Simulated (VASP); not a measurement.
# BiTe (Fm-3m) in VASP: a series of runs

Runs on BiTe. Level: PBEsol. Tasks: vibrations by perturbation theory.

Program: VASP 6.6.1. These are calculated values, not measurements. Logs are shortened: lines on timing, memory, paths and dates and some standing lists are left out, and cuts for length are marked.

**1. The cell of the first run**

It takes space group Fm-3m (No. 225, cubic). Conventional cell: a = 6.401 Å, b = 6.401 Å, c = 6.401 Å, α = 90.00°, β = 90.00°, γ = 90.00°. Bi (site symmetry m-3m) has 6 Te at 3.20 Å within 4.2 Å. Te (site symmetry m-3m) has 6 Bi at 3.20 Å within 4.2 Å.

**2. Vibrations by perturbation theory, PBEsol**

The input, INCAR:

```
SYSTEM = BiTe
ALGO = Normal
EDIFF = 1E-8
ENCUT = 520
GGA = PS
IBRION = 8
ISIF = 2
ISMEAR = -1
LASPH = .TRUE.
LCHARG = .FALSE.
LREAL = .FALSE.
LWAVE = .FALSE.
NELM = 100
NSW = 1
PREC = Accurate
SIGMA = 0.15
```

The input, KPOINTS:

```
k-points
0
G
  6 6 6
  0 0 0
```

The input, POSCAR:

```
BiTe
1.0
    0.0000000000      3.2005777672      3.2005777672
    3.2005777672      0.0000000000      3.2005777672
    3.2005777672      3.2005777672      0.0000000000
Bi Te
1 1
Direct
    0.0000000000      0.0000000000      0.0000000000
    0.5000000000      0.5000000000      0.5000000000
```

Potentials or basis: VASP PAW PBE potentials, release 64 (Bi_d, Te).

Started as:

```sh
> cat potpaw_PBE.64/Bi_d/POTCAR potpaw_PBE.64/Te/POTCAR > POTCAR
> mpirun -np 1 vasp_std > vasp.out
```

OUTCAR:

```text
SYSTEM = BiTe
   EDIFF = 1E-8
   ENCUT = 520
   GGA = PS
   IBRION = 8
   ISIF = 2
   ISMEAR = -1
   LASPH = .TRUE.
   LREAL = .FALSE.
   NELM = 100
   NSW = 1
   PREC = Accurate

 ion  position               nearest neighbor table
   1  0.000  0.000  0.000-   2 3.20   2 3.20   2 3.20   2 3.20   2 3.20   2 3.20
   2  0.500  0.500  0.500-   1 3.20   1 3.20   1 3.20   1 3.20   1 3.20   1 3.20

  LATTYP: Found a face centered cubic cell.
 ALAT       =     6.4011555344

  Lattice vectors:

 A1 = (   0.0000000000,   3.2005777672,   3.2005777672)
 A2 = (   3.2005777672,   0.0000000000,   3.2005777672)
 A3 = (   3.2005777672,   3.2005777672,   0.0000000000)

Analysis of symmetry for initial positions (statically):
=====================================================================
 Subroutine PRICEL returns:
 Original cell was already a primitive cell.

 Routine SETGRP: Setting up the symmetry group for a
 face centered cubic supercell.

 Subroutine GETGRP returns: Found 48 space group operations
 (whereof 48 operations were pure point group operations)
 out of a pool of 48 trial point group operations.

The static configuration has the point symmetry O_h .

Analysis of symmetry for dynamics (positions and initial velocities):
=====================================================================
 Subroutine PRICEL returns:
 Original cell was already a primitive cell.

 Routine SETGRP: Setting up the symmetry group for a
 face centered cubic supercell.

 Subroutine GETGRP returns: Found 48 space group operations
 (whereof 48 operations were pure point group operations)
 out of a pool of 48 trial point group operations.

The dynamic configuration has the point symmetry O_h .

 Subroutine INISYM returns: Found 48 space group operations
 (whereof 48 operations are pure point group operations),
 and found     1 'primitive' translations

----------------------------------------------------------------------------------------

                                     Primitive cell

  volume of cell :      65.5715

  direct lattice vectors                    reciprocal lattice vectors
     0.000000000  3.200577767  3.200577767    -0.156221794  0.156221794  0.156221794
     3.200577767  0.000000000  3.200577767     0.156221794 -0.156221794  0.156221794
     3.200577767  3.200577767  0.000000000     0.156221794  0.156221794 -0.156221794

  length of vectors
     4.526300486  4.526300486  4.526300486     0.270584084  0.270584084  0.270584084

  position of ions in fractional coordinates (direct lattice)
     0.000000000  0.000000000  0.000000000
     0.500000000  0.500000000  0.500000000

  ion indices of the primitive-cell ions
   primitive index   ion index
                 1           1
                 2           2

----------------------------------------------------------------------------------------

 KPOINTS: k-points

Automatic generation of k-mesh.
 Grid dimensions read from file:
 generate k-points for:    6    6    6

 Generating k-lattice:

  Cartesian coordinates                     Fractional coordinates (reciprocal lattice)
    -0.026036966  0.026036966  0.026036966     0.166666667  0.000000000  0.000000000
     0.026036966 -0.026036966  0.026036966     0.000000000  0.166666667  0.000000000
     0.026036966  0.026036966 -0.026036966     0.000000000  0.000000000  0.166666667

  Length of vectors
     0.045097347  0.045097347  0.045097347

[... 74 lines left out ...]
   LRPA    =     F    only Hartree local field effects (RPA)
 non-spin polarized calculation
  energy-cutoff  :      520.00
  volume of cell :       65.57
 maximum number of plane-waves:      1807
 NGX is ok and might be reduce to    36
   NGX = 17   NGY = 17   NGZ = 17

--------------------------------------- Ionic step        1  -------------------------------------------

 number of electron      21.0000004 magnetization

 Free energy of the ion-electron system (eV)
  ---------------------------------------------------
  ext. energy  EPLUGINS =         0.00000000
  ---------------------------------------------------
  free energy    TOTEN  =        -8.03775054 eV

  energy without entropy =       -7.93528776  energy(sigma->0) =       -7.98651915

 E-fermi :   6.8541     XC(G=0):  -9.7350

 val. band max:        6.7330260291   @ k =  -0.1667   0.1667   0.0000
 cond. band min:       6.8938244230   @ k =   0.3333   0.0000   0.0000
 fundamental gap:      0.1607983940
 Fermi energy:         6.8540854152

 k-point     1 :       0.0000    0.0000    0.0000
  band No.  band energies     occupation
      1     -16.1887      2.00000
      2     -16.1887      2.00000
      3     -16.1822      2.00000
      4     -16.1822      2.00000
      5     -16.1822      2.00000
      6      -6.8759      2.00000
      7      -1.1346      2.00000
      8       4.2686      2.00000
      9       4.2686      2.00000
     10       4.2686      2.00000
     11       9.1024      0.00000
     12       9.1024      0.00000
     13       9.1024      0.00000
     14      11.4710      0.00000
[... 243 lines left out ...]
      3     -16.1824      2.00000
      4     -16.1741      2.00000
      5     -16.1699      2.00000
      6      -4.6883      2.00000
      7      -3.7278      2.00000
      8       1.3263      2.00000
      9       2.1594      2.00000
     10       4.2373      2.00000
     11       7.9220      0.00162
     12      10.0666      0.00000
     13      11.1411      0.00000
     14      11.5088      0.00000

------------------------ aborting loop because EDIFF is reached ----------------------------------------

  FORCE on cell =-STRESS in cart. coord.  units (eV):
  Direction    XX          YY          ZZ          XY          YZ          ZX
  --------------------------------------------------------------------------------------
  -------------------------------------------------------------------------------------
  Total       -0.0017852     -0.0017852     -0.0017852     -0.0000000      0.0000000      0.0000000
  in kB       -0.0436186     -0.0436186     -0.0436186     -0.0000000      0.0000000      0.0000000
  external PRESSURE =      -0.0436186 kB  Pullay stress =       0.0000000 kB

 VOLUME and BASIS-vectors are now :
 -----------------------------------------------------------------------------
  energy-cutoff  :      520.00
  volume of cell :       65.57
      direct lattice vectors                 reciprocal lattice vectors
     0.000000000  3.200577767  3.200577767    -0.156221794  0.156221794  0.156221794
     3.200577767  0.000000000  3.200577767     0.156221794 -0.156221794  0.156221794
     3.200577767  3.200577767  0.000000000     0.156221794  0.156221794 -0.156221794

 POSITION                                       TOTAL-FORCE (eV/Angst)
 -----------------------------------------------------------------------------------
      0.00000      0.00000      0.00000        -0.000000     -0.000000      0.000000
      3.20058      3.20058      3.20058         0.000000      0.000000     -0.000000
 -----------------------------------------------------------------------------------
    total drift:                               -0.000000      0.000000      0.000000

  FREE ENERGIE OF THE ION-ELECTRON SYSTEM (eV)
  ---------------------------------------------------
  free  energy   TOTEN  =        -8.0377505410 eV

  energy  without entropy=       -7.9352877564  energy(sigma->0) =       -7.98651915

[... ionic steps 2 to 3 ...]

--------------------------------------- Ionic step        4  -------------------------------------------

------------------------ aborting loop because EDIFF is reached ----------------------------------------

[... ionic steps 5 to 6 ...]

--------------------------------------- Ionic step        7  -------------------------------------------

 Free energy of the ion-electron system (eV)
  ---------------------------------------------------
  ---------------------------------------------------
  free energy    TOTEN  =        -0.04628670 eV

  energy without entropy =       -0.04628672

------------------------ aborting loop because EDIFF is reached ----------------------------------------

 INTERNAL STRAIN TENSOR  FOR ION    2  DIRECTION 1   (eV/Angst):
 -----------------------------------------------------------------------------
    -0.00866 -0.00000  0.00000
    -0.00000  0.01072  0.00000
     0.00000  0.00000  0.01072

 INTERNAL STRAIN TENSOR FOR ION    2 for displacements in x,y,z  (eV/Angst):
          X           Y           Z          XY          YZ          ZX
  --------------------------------------------------------------------------------
  x     0.00000     0.00000     0.00000     0.00000     0.00000     0.00000
  y     0.00000     0.00000     0.00000     0.00000     0.00000     0.00000
  z     0.00000     0.00000     0.00000     0.00000     0.00000     0.00000

 SECOND DERIVATIVES (NOT SYMMETRIZED)
 ------------------------------------
               1X          1Y          1Z          2X          2Y          2Z
  1X    -3.383682    0.000000    0.000000    3.383682    0.000000    0.000000
  1Y     0.000000   -3.383682    0.000000    0.000000    3.383682    0.000000
  1Z     0.000000    0.000000   -3.383682    0.000000    0.000000    3.383682
  2X     3.360417    0.000000    0.000000   -3.360417    0.000000    0.000000
  2Y     0.000000    3.360417    0.000000    0.000000   -3.360417    0.000000
  2Z     0.000000    0.000000    3.360417    0.000000    0.000000   -3.360417

 Eigenvectors and eigenvalues of the dynamical matrix
 ----------------------------------------------------

   1 f  =    3.223915 THz    20.256454 2PiTHz  107.538223 cm-1    13.333034 meV
             X         Y         Z           dx          dy          dz
      0.000000  0.000000  0.000000     0.616259   -0.017741   -0.025378
      3.200578  3.200578  3.200578    -0.785943    0.022626    0.032366
[... 21 lines left out ...]
   6 f/i=    0.005400 THz     0.033931 2PiTHz    0.180137 cm-1     0.022334 meV
             X         Y         Z           dx          dy          dz
      0.000000  0.000000  0.000000     0.645501   -0.317832    0.318712
      3.200578  3.200578  3.200578     0.506138   -0.249212    0.249902

--------------------------------------------------------------------------------------------------------

 ELASTIC MODULI CONTR FROM IONIC RELAXATION (kBar)
 Direction    XX          YY          ZZ          XY          YZ          ZX
 --------------------------------------------------------------------------------
 XX           0.0000      0.0000      0.0000      0.0000      0.0000      0.0000
 YY           0.0000      0.0000      0.0000      0.0000      0.0000      0.0000
 ZZ           0.0000      0.0000      0.0000      0.0000      0.0000      0.0000
 XY           0.0000      0.0000      0.0000      0.0000      0.0000      0.0000
 YZ           0.0000      0.0000      0.0000      0.0000      0.0000      0.0000
 ZX           0.0000      0.0000      0.0000      0.0000      0.0000      0.0000
 --------------------------------------------------------------------------------
```

Wall time 4 min (1 thread of AMD EPYC 7R13, shared host); peak memory 0.25 GiB.

Results:

```yaml
Highest_phonon_frequency_at_Γ_LO-TO_splitting_left_out: 108 cm⁻¹
```

Phonon frequencies in cm⁻¹ (negative: imaginary):
```csv
q point,frequencies
"(0.000, 0.000, 0.000)",0 0 0 108 108 108
```

Caveat: the PAW data sets were made with another functional, which shifts forces and pressure a little; spin-orbit coupling is left out, which moves the levels of the heavy elements.

**3. Vibrations by perturbation theory, PBEsol**

The input, INCAR:

```
SYSTEM = BiTe
  ALGO = Normal
  EDIFF = 1E-8
  ENCUT = 520
  GGA = PS
  IBRION = 8
  ISIF = 2
  ISMEAR = -1
  LASPH = .True.
  LCHARG = .False.
  LREAL = .False.
  LWAVE = .False.
  NELM = 60
  NSW = 1
  PREC = Accurate
  SIGMA = 0.15
```

The input, KPOINTS:

```
k-points
0
Gamma
  12 12 12
  0 0 0
```

POSCAR is that of step 2.

Potentials or basis: VASP PAW PBE potentials, release 64 (Bi_d, Te).

Started as:

```sh
> cat potpaw_PBE.64/Bi_d/POTCAR potpaw_PBE.64/Te/POTCAR > POTCAR
> mpirun -np 1 vasp_std > vasp.out
```

OUTCAR:

```text
SYSTEM = BiTe
   EDIFF = 1E-8
   ENCUT = 520
   GGA = PS
   IBRION = 8
   ISIF = 2
   ISMEAR = -1
   LASPH = .True.
   LREAL = .False.
   NELM = 60
   NSW = 1
   PREC = Accurate

 ion  position               nearest neighbor table
   1  0.000  0.000  0.000-   2 3.20   2 3.20   2 3.20   2 3.20   2 3.20   2 3.20
   2  0.500  0.500  0.500-   1 3.20   1 3.20   1 3.20   1 3.20   1 3.20   1 3.20

  LATTYP: Found a face centered cubic cell.
 ALAT       =     6.4011555344

  Lattice vectors:

 A1 = (   0.0000000000,   3.2005777672,   3.2005777672)
 A2 = (   3.2005777672,   0.0000000000,   3.2005777672)
 A3 = (   3.2005777672,   3.2005777672,   0.0000000000)

Analysis of symmetry for initial positions (statically):
=====================================================================
 Subroutine PRICEL returns:
[... 638 lines left out ...]

------------------------ aborting loop because EDIFF is reached ----------------------------------------

 INTERNAL STRAIN TENSOR  FOR ION    2  DIRECTION 1   (eV/Angst):
 -----------------------------------------------------------------------------
     0.02801 -0.00000 -0.00000
    -0.00000  0.00060  0.00000
     0.00000  0.00000  0.00060

 INTERNAL STRAIN TENSOR FOR ION    2 for displacements in x,y,z  (eV/Angst):
          X           Y           Z          XY          YZ          ZX
  --------------------------------------------------------------------------------
  x     0.00000     0.00000     0.00000     0.00000     0.00000     0.00000
  y     0.00000     0.00000     0.00000     0.00000     0.00000     0.00000
  z     0.00000     0.00000     0.00000     0.00000     0.00000     0.00000

 SECOND DERIVATIVES (NOT SYMMETRIZED)
 ------------------------------------
               1X          1Y          1Z          2X          2Y          2Z
  1X    -2.788671    0.000000    0.000000    2.788671    0.000000    0.000000
  1Y     0.000000   -2.788671    0.000000    0.000000    2.788671    0.000000
  1Z     0.000000    0.000000   -2.788671    0.000000    0.000000    2.788671
  2X     2.765895    0.000000    0.000000   -2.765895    0.000000    0.000000
  2Y     0.000000    2.765895    0.000000    0.000000   -2.765895    0.000000
  2Z     0.000000    0.000000    2.765895    0.000000    0.000000   -2.765895

 Eigenvectors and eigenvalues of the dynamical matrix
 ----------------------------------------------------

   1 f  =    2.925585 THz    18.381993 2PiTHz   97.587013 cm-1    12.099242 meV
             X         Y         Z           dx          dy          dz
      0.000000  0.000000  0.000000    -0.610877    0.088715    0.000000
      3.200578  3.200578  3.200578     0.778572   -0.113069    0.000000
[... 21 lines left out ...]
   6 f/i=    0.005826 THz     0.036604 2PiTHz    0.194323 cm-1     0.024093 meV
             X         Y         Z           dx          dy          dz
      0.000000  0.000000  0.000000    -0.643559    0.452538    0.000000
      3.200578  3.200578  3.200578    -0.504944    0.355067    0.000000

--------------------------------------------------------------------------------------------------------

 ELASTIC MODULI CONTR FROM IONIC RELAXATION (kBar)
 Direction    XX          YY          ZZ          XY          YZ          ZX
 --------------------------------------------------------------------------------
 XX           0.0000      0.0000      0.0000      0.0000      0.0000      0.0000
 YY           0.0000      0.0000      0.0000      0.0000      0.0000      0.0000
 ZZ           0.0000      0.0000      0.0000      0.0000      0.0000      0.0000
 XY           0.0000      0.0000      0.0000      0.0000      0.0000      0.0000
 YZ           0.0000      0.0000      0.0000      0.0000      0.0000      0.0000
 ZX           0.0000      0.0000      0.0000      0.0000      0.0000      0.0000
 --------------------------------------------------------------------------------
```

Run time: 14 min. Hardware: 1 thread of AMD EPYC 7R13, shared host; peak memory 0.48 GiB.

Results:

- Highest phonon frequency at Γ, LO-TO splitting left out: 98 cm⁻¹

Phonon frequencies in cm⁻¹ (negative: imaginary):
```
              q point     frequencies
(0.000, 0.000, 0.000)  0 0 0 98 98 98
```

Caveat: the PAW data sets were made with another functional, which shifts forces and pressure a little; spin-orbit coupling is left out, which moves the levels of the heavy elements.
